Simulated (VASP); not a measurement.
# Te (C2/m) in VASP: further runs

The runs below take Te through electric field gradients, with LDA.

All numbers are computed with VASP 6.6.1; they aren't measurements. Logs are shortened: lines on timing, memory, paths and dates and some standing lists are left out, and cuts for length are marked.

## (1) The cell of the first run

Symmetry: C2/m, No. 12, monoclinic system. Conventional cell: a = 8.468 Å, b = 4.742 Å, c = 3.959 Å, α = 90.00°, β = 91.89°, γ = 90.00°. Te (site symmetry m) has 14 Te at 2.99 to 4.00 Å within 4.1 Å. Te (site symmetry 2/m) has 14 Te at 2.99 to 3.96 Å within 4.0 Å.

## (2) Electric field gradients, LDA

INCAR reads:

```
PREC = Accurate ; ENCUT = 520
EDIFF = 1E-8 ; ISMEAR = -1
SIGMA = 0.05 ; LREAL = False
LASPH = True ; NELM = 100
ALGO = Normal ; ISIF = 2
LWAVE = False ; LCHARG = False
GGA = CA ; LEFG = True
NBANDS = 16
```

KPOINTS reads:

```
Automatic mesh
0
Gamma
  8 8 8
```

POSCAR reads:

```
Te
1.0
    4.2341000000     -2.3712000000      0.0000000000
    4.2341000000      2.3712000000      0.0000000000
   -0.1304500000      0.0000000000      3.9573500000
Te
3
Direct
    0.6760000000      0.6760000000      0.6750000000
    0.3240000000      0.3240000000      0.3250000000
    0.0000000000      0.0000000000      0.0000000000
```

Potentials or basis: VASP PAW LDA potentials, release 64 (Te).

On the command line:

```
$ cat potpaw_LDA.64/Te/POTCAR > POTCAR
$ mpirun -np 1 vasp_std > vasp.out
```

OUTCAR:

```text
PREC = Accurate
   ENCUT = 520
   EDIFF = 1E-8
   ISMEAR = -1
   LREAL = False
   LASPH = True
   NELM = 100
   ISIF = 2
   GGA = CA

 ion  position               nearest neighbor table
   1  0.676  0.676  0.675-   3 2.99   2 3.04   2 3.04   3 3.10   3 3.10   2 3.25
   2  0.324  0.324  0.325-   3 2.99   1 3.04   1 3.04   3 3.10   3 3.10   1 3.25
   3  0.000  0.000  0.000-   1 2.99   2 2.99   1 3.10   1 3.10   2 3.10   2 3.10

  LATTYP: Found a base centered monoclinic cell.
 ALAT       =     8.4682000000
 B/A-ratio  =     0.5600245625
 C/A-ratio  =     0.4675727418
 COS(beta)  =    -0.0329460833

  Lattice vectors:

 A1 = (   4.2341000000,  -2.3712000000,   0.0000000000)
 A2 = (   4.2341000000,   2.3712000000,   0.0000000000)
 A3 = (  -0.1304500000,   0.0000000000,   3.9573500000)

Analysis of symmetry for initial positions (statically):
=====================================================================
 Subroutine PRICEL returns:
 Original cell was already a primitive cell.

 Routine SETGRP: Setting up the symmetry group for a
 base centered monoclinic supercell.

 Subroutine GETGRP returns: Found  4 space group operations
 (whereof  4 operations were pure point group operations)
 out of a pool of  4 trial point group operations.

The static configuration has the point symmetry C_2h.

Analysis of symmetry for dynamics (positions and initial velocities):
=====================================================================
 Subroutine PRICEL returns:
 Original cell was already a primitive cell.

 Routine SETGRP: Setting up the symmetry group for a
 base centered monoclinic supercell.

 Subroutine GETGRP returns: Found  4 space group operations
 (whereof  4 operations were pure point group operations)
 out of a pool of  4 trial point group operations.

The dynamic configuration has the point symmetry C_2h.

 Subroutine INISYM returns: Found  4 space group operations
 (whereof  4 operations are pure point group operations),
 and found     1 'primitive' translations

----------------------------------------------------------------------------------------

                                     Primitive cell

  volume of cell :      79.4628

  direct lattice vectors                    reciprocal lattice vectors
     4.234100000 -2.371200000  0.000000000     0.118088850 -0.210863698  0.003892678
     4.234100000  2.371200000  0.000000000     0.118088850  0.210863698  0.003892678
    -0.130450000  0.000000000  3.957350000     0.000000000  0.000000000  0.252694354

  length of vectors
     4.852854031  4.852854031  3.959499492     0.241709802  0.241709802  0.252694354

  position of ions in fractional coordinates (direct lattice)
     0.676000000  0.676000000  0.675000000
     0.324000000  0.324000000  0.325000000
     0.000000000  0.000000000  0.000000000

  ion indices of the primitive-cell ions
   primitive index   ion index
                 1           1
                 2           2
                 3           3

----------------------------------------------------------------------------------------

 KPOINTS: Automatic mesh

Automatic generation of k-mesh.
 Grid dimensions read from file:
 generate k-points for:    8    8    8

 Generating k-lattice:

  Cartesian coordinates                     Fractional coordinates (reciprocal lattice)
     0.014761106 -0.026357962  0.000486585     0.125000000  0.000000000 -0.000000000
     0.014761106  0.026357962  0.000486585     0.000000000  0.125000000 -0.000000000
     0.000000000  0.000000000  0.031586794     0.000000000  0.000000000  0.125000000

  Length of vectors
     0.030213725  0.030213725  0.031586794

  Shift w.r.t. Gamma in fractional coordinates (k-lattice)
     0.000000000  0.000000000  0.000000000

 Subroutine IBZKPT returns following result:
 ===========================================

 Found    150 irreducible k-points:

 Following reciprocal coordinates:
            Coordinates               Weight
  0.000000  0.000000  0.000000      1.000000
  0.125000 -0.000000 -0.000000      4.000000
  0.250000 -0.000000 -0.000000      4.000000
  0.375000 -0.000000 -0.000000      4.000000
  0.500000 -0.000000 -0.000000      2.000000
  0.125000  0.125000 -0.000000      2.000000
[... 16 lines left out ...]
  0.125000 -0.000000  0.125000      4.000000
  0.250000 -0.000000  0.125000      4.000000
 [... further k-points ...]
   k-points           NKPTS =    150   k-points in BZ     NKDIM =    150   number of bands    NBANDS=     16
   number of dos      NEDOS =    301   number of ions     NIONS =      3
   total plane-waves  NPLWV =  38880
   dimension x,y,z NGX =    36 NGY =   36 NGZ =   30
   dimension x,y,z NGXF=    72 NGYF=   72 NGZF=   60
   ions per type =               3
   NGX,Y,Z   is equivalent  to a cutoff of  12.33, 12.33, 12.60 a.u.
   NGXF,Y,Z  is equivalent  to a cutoff of  24.67, 24.67, 25.19 a.u.
 SYSTEM =  unknown system
   PREC   = accura    normal or accurate (medium, high low for compatibility)
   ISTART =      0    job   : 0-new  1-cont  2-samecut
   ICHARG =      2    charge: 1-file 2-atom 10-const
   ISPIN  =      1    spin polarized calculation?
   LNONCOLLINEAR =      F non collinear calculations
   LSORBIT =      F    spin-orbit coupling
   LASPH  =      T    aspherical Exc in radial PAW
   ENCUT  =  520.0 eV  38.22 Ry    6.18 a.u.   9.02  9.02  7.36*2*pi/ulx,y,z
   NELM   =    100;   NELMIN=  2; NELMDL= -5     # of ELM steps
   EDIFF  = 0.1E-07   stopping-criterion for ELM
   LREAL  =      F    real-space projection
   EDIFFG = 0.1E-06   stopping-criterion for IOM
   NSW    =      0    number of steps for IOM
   IBRION =     -1    ionic relax: 0-MD 1-quasi-New 2-CG
   NFREE  =      0    steps in history (QN), initial steepest desc. (CG)
   ISIF   =      2    stress and relaxation
   ISYM   =      2    0-nonsym 1-usesym 2-fastsym
   POTIM  = 0.5000    time-step for ionic-motion
   TEBEG  =    0.0;   TEEND  =   0.0 temperature during run
   PSTRESS=    0.0 pullay stress
   NELECT =      18.0000    total number of electrons
   NUPDOWN=      -1.0000    fix difference up-down
   EMIN   =  10.00;   EMAX   =-10.00  energy-range for DOS
   EFERMI =   0.00;   METHOD = LEGACY
   ISMEAR =    -1;   SIGMA  =   0.05  broadening in eV -4-tet -1-fermi 0-gaus
   EFERMI_NEDOS =   21; number of points for ismear=-14 and -15
   IALGO  =     38    algorithm
   IMIX   =      4    mixing-type and parameters
     AMIX     =   0.40;   BMIX     =  1.00
     AMIX_MAG =   1.60;   BMIX_MAG =  1.00
  volume/ion in A,a.u.               =      26.49       178.75
  Fermi-wavevector in a.u.,A,eV,Ry     =   0.997955  1.885862 13.550243  0.995915
  Thomas-Fermi vector in A             =   2.130146
   LORBIT       =      0    0 simple, 1 ext, 2 COOP (PROOUT), +10 PAW based schemes
   GGA     = CA    functional components
   LHFCALC =     F    Hartree Fock is set to
   AEXX    =    0.0000 exact exchange contribution
   IVDW    =     0    specifies the selected vdW correction
   LEPSILON=     F    determine dielectric tensor
   LRPA    =     F    only Hartree local field effects (RPA)
 non-spin polarized calculation
  energy-cutoff  :      520.00
  volume of cell :       79.46
 maximum number of plane-waves:      2158
   NGX = 19   NGY = 19   NGZ = 15

 number of electron      18.0000000 magnetization

 Free energy of the ion-electron system (eV)
  ---------------------------------------------------
  ext. energy  EPLUGINS =         0.00000000
  ---------------------------------------------------
  free energy    TOTEN  =       -11.11652523 eV

  energy without entropy =      -11.10196042  energy(sigma->0) =      -11.10924282

 E-fermi :   8.8920     XC(G=0): -10.4840

 val. band max:        8.8765030800   @ k =  -0.3750   0.5000   0.2500
 cond. band min:       8.8928263909   @ k =  -0.2500   0.5000   0.1250
 fundamental gap:      0.0163233109
 Fermi energy:         8.8920031635

 k-point     1 :       0.0000    0.0000    0.0000
  band No.  band energies     occupation
      1      -5.9368      2.00000
      2      -0.7375      2.00000
      3      -0.6935      2.00000
      4       4.1888      2.00000
      5       4.4595      2.00000
      6       4.9765      2.00000
[... 8 lines left out ...]
     15      16.0883      0.00000
     16      16.1614      0.00000

 k-point     2 :       0.1250   -0.0000   -0.0000
  band No.  band energies     occupation
      1      -5.8088      2.00000
      2      -0.9952      2.00000
      3      -0.8742      2.00000
      4       3.6217      2.00000
      5       4.0989      2.00000
      6       5.3443      2.00000
[... 8 lines left out ...]
     15      15.7027      0.00000
     16      16.3417      0.00000

 k-point     3 :       0.2500   -0.0000   -0.0000
  band No.  band energies     occupation
      1      -5.4273      2.00000
      2      -1.8262      2.00000
      3      -1.1567      2.00000
      4       3.0669      2.00000
      5       4.2115      2.00000
      6       5.9117      2.00000
[... 8 lines left out ...]
     15      15.2867      0.00000
     16      17.1879      0.00000

 k-point     4 :       0.3750   -0.0000   -0.0000
  band No.  band energies     occupation
      1      -4.8040      2.00000
      2      -2.8983      2.00000
      3      -1.3658      2.00000
      4       2.6754      2.00000
      5       5.0247      2.00000
      6       6.1692      2.00000
[... 8 lines left out ...]
     15      15.2707      0.00000
     16      15.8093      0.00000
[... 324 lines left out ...]
 k-point    22 :       0.0000    0.0000    0.1250
  band No.  band energies     occupation
      1      -5.8098      2.00000
      2      -1.3614      2.00000
      3      -0.1950      2.00000
      4       4.2460      2.00000
      5       4.5475      2.00000
      6       5.1233      2.00000
[... 8 lines left out ...]
     15      14.8474      0.00000
     16      16.6869      0.00000

 k-point    23 :       0.1250   -0.0000    0.1250
  band No.  band energies     occupation
      1      -5.6778      2.00000
      2      -1.5140      2.00000
      3      -0.4570      2.00000
      4       3.6041      2.00000
      5       3.9872      2.00000
      6       5.6287      2.00000
[... 8 lines left out ...]
     15      15.6632      0.00000
     16      16.1349      0.00000

 k-point    24 :       0.2500   -0.0000    0.1250
  band No.  band energies     occupation
      1      -5.2929      2.00000
      2      -2.0766      2.00000
      3      -0.8775      2.00000
      4       3.1174      2.00000
      5       3.4804      2.00000
      6       6.4373      2.00000
[... 8 lines left out ...]
     15      16.1263      0.00000
     16      16.9090      0.00000

 [... further k-points ...]

------------------------ aborting loop because EDIFF is reached ----------------------------------------

  FORCE on cell =-STRESS in cart. coord.  units (eV):
  Direction    XX          YY          ZZ          XY          YZ          ZX
  --------------------------------------------------------------------------------------
  -------------------------------------------------------------------------------------
  Total        2.0982736      2.1902333      2.9166802      0.0000000      0.0000000      0.4866796
  in kB       42.3066793     44.1608267     58.8078953      0.0000000      0.0000000      9.8127333
  external PRESSURE =      48.4251338 kB  Pullay stress =       0.0000000 kB

 VOLUME and BASIS-vectors are now :
 -----------------------------------------------------------------------------
  energy-cutoff  :      520.00
  volume of cell :       79.46
      direct lattice vectors                 reciprocal lattice vectors
     4.234100000 -2.371200000  0.000000000     0.118088850 -0.210863698  0.003892678
     4.234100000  2.371200000  0.000000000     0.118088850  0.210863698  0.003892678
    -0.130450000  0.000000000  3.957350000     0.000000000  0.000000000  0.252694354

 POSITION                                       TOTAL-FORCE (eV/Angst)
 -----------------------------------------------------------------------------------
      5.63645      0.00000      2.67121        -0.416079      0.000000     -0.199329
      2.70130      0.00000      1.28614         0.416079      0.000000      0.199329
      0.00000      0.00000      0.00000         0.000000      0.000000      0.000000
 -----------------------------------------------------------------------------------
    total drift:                               -0.000000      0.000000      0.000000

  FREE ENERGIE OF THE ION-ELECTRON SYSTEM (eV)
  ---------------------------------------------------
  free  energy   TOTEN  =       -11.1165252278 eV

  energy  without entropy=      -11.1019604207  energy(sigma->0) =      -11.10924282

 Electric field gradients (V/A^2)
---------------------------------------------------------------------
 ion       V_xx      V_yy      V_zz      V_xy      V_xz      V_yz
---------------------------------------------------------------------
   1     105.819   163.448  -269.267     0.000   -49.537    -0.000
   2     105.819   163.448  -269.267    -0.000   -49.537    -0.000
   3     243.565    57.570  -301.136     0.000    73.611     0.000
---------------------------------------------------------------------

 Electric field gradients after diagonalization (V/A^2)
 (convention: |V_zz| > |V_xx| > |V_yy|)
----------------------------------------------------------------------
 ion       V_xx      V_yy      V_zz     asymmetry (V_yy - V_xx)/ V_zz
----------------------------------------------------------------------
   1     163.448   112.251  -275.699       0.186
   2     163.448   112.251  -275.699       0.186
   3     253.338    57.570  -310.908       0.630
----------------------------------------------------------------------

           NMR quadrupolar parameters

 Cq : quadrupolar parameter    Cq=e*Q*V_zz/h
 eta: asymmetry parameters     (V_yy - V_xx)/ V_zz
 Q  : nuclear electric quadrupole moment in mb (millibarn)
----------------------------------------------------------------------
 ion       Cq(MHz)       eta       Q (mb)
----------------------------------------------------------------------
   1      -0.667       0.186       1.000
   2      -0.667       0.186       1.000
   3      -0.752       0.630       1.000
----------------------------------------------------------------------
```

Wall time 3.1 min (1 thread of Intel Xeon 8259CL, shared host); peak memory 0.27 GiB.

What came out:

```
Free energy                             : -11.1165 eV
Pressure                                : 4.8 GPa
Largest force                           : 0.461 eV/Å
Band gap on the k mesh                  : zero (bands 9 and 10 overlap by 3.43 eV)
Largest electric field gradient by atom : Te -275.7, -310.9 (each value once) V/Å²
```

Forces on the atoms (eV/Å):
```
Te  -0.416  0.000 -0.199
Te   0.416  0.000  0.199
Te   0.000  0.000  0.000
```

Levels at points of the mesh, in eV from the Fermi level:
| k point | band 5 | band 6 | band 7 | band 8 | band 9 | band 10 | band 11 | band 12 | band 13 | band 14 |
| --- | --- | --- | --- | --- | --- | --- | --- | --- | --- | --- |
| (0.00, 0.00, 0.00) | -4.43 | -3.92 | -3.90 | -2.17 | -1.86 | 1.55 | 2.91 | 3.25 | 5.70 | 6.05 |
| (0.50, 0.00, 0.00) | -2.72 | -2.70 | -2.60 | 0.13 | 0.19 | 0.45 | 0.88 | 2.90 | 3.59 | 5.73 |
| (0.50, 0.50, 0.00) | -3.08 | -2.74 | -2.32 | 0.44 | 0.50 | 0.61 | 0.76 | 2.50 | 3.28 | 5.73 |
| (0.00, 0.00, 0.50) | -3.78 | -2.76 | -2.67 | -1.87 | -1.83 | -1.79 | -1.61 | -1.04 | 2.75 | 3.05 |
| (0.50, 0.00, 0.50) | -4.45 | -4.37 | -3.89 | -3.71 | 1.64 | 1.86 | 1.88 | 3.16 | 6.75 | 7.07 |
| (0.50, 0.50, 0.50) | -4.00 | -3.97 | -3.92 | -3.75 | 1.52 | 1.68 | 2.21 | 2.63 | 6.65 | 7.08 |

Electric field gradients, principal values (V/Å²):
```tsv
atom	least	middle	greatest (by size)
1 Te	112.251	163.448	-275.699
2 Te	112.251	163.448	-275.699
3 Te	57.570	253.338	-310.908
```

Caveat: the cell stands under pressure; without QUAD_EFG the Cq values of the log hold for a quadrupole moment of 1 mb, not for the nuclei; spin-orbit coupling is left out, which moves the levels of the heavy elements.

(Part 1 of 2 ends here.)
